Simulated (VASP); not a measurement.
Set up this calculation in VASP 6.6.1, as the native input.

| Item | Value |
| --- | --- |
| Task | single point |
| Functional | PBE |
| Potentials or basis | VASP PAW PBE potentials, release 64 (Sn_d, Ge_d, Te) |
| Cutoff | 520 eV |
| k mesh | 6 × 6 × 6 |
| Occupations | gaussian, width 0.01 eV |
| Spin | no spin polarisation |
| Dipole correction | no |
| Further INCAR settings | ALGO = Normal; EDIFF = 1e-06; NBANDS = 50 |

The structure of Sn3GeTe4 lies in POSCAR:

```
Sn3GeTe4
1.0
    4.4691807960      2.5802827190      3.7486669115
   -4.4691807960      2.5802827190      3.7486669115
    0.0000000000     -5.1605654879      3.7486668771
Sn Ge Te
3 1 4
Direct
    0.5041760000      0.0047320000      0.0047320000
    0.0047320000      0.5041760000      0.0047320000
    0.0047320000      0.0047320000      0.5041760000
    0.4820330000      0.4820330000      0.4820330000
    0.0348730000      0.5170250000      0.5170250000
    0.5170250000      0.0348730000      0.5170250000
    0.5170250000      0.5170250000      0.0348730000
    0.0194040000      0.0194040000      0.0194040000
```

One way to write it, as run:

INCAR

```
PREC = Accurate ; ENCUT = 520
EDIFF = 1E-6 ; ISMEAR = 0
SIGMA = 0.01 ; LREAL = F
LASPH = T ; NELM = 60
ALGO = Normal ; ISIF = 2
LWAVE = F ; LCHARG = F
GGA = PE ; NBANDS = 50
```

KPOINTS

```
Automatic mesh
0
Gamma
  6 6 6
```

Potentials or basis: VASP PAW PBE potentials, release 64 (Sn_d, Ge_d, Te).

Run with:

```sh
$ cat potpaw_PBE.64/Sn_d/POTCAR potpaw_PBE.64/Ge_d/POTCAR potpaw_PBE.64/Te/POTCAR > POTCAR
$ mpirun -np 1 vasp_std > vasp.out
```

It gave:

```yaml
Pressure: 0.0 GPa
Largest_force: 0.019 eV/Å
Band_gap_on_the_k_mesh: 0.22 eV
```

Caveat: spin-orbit coupling is left out, which moves the levels of the heavy elements.

It took 3.2 min on 1 thread of Intel(R) Xeon(R) 6975P-C (Granite Rapids), on a shared host, peak memory 0.56 GiB.
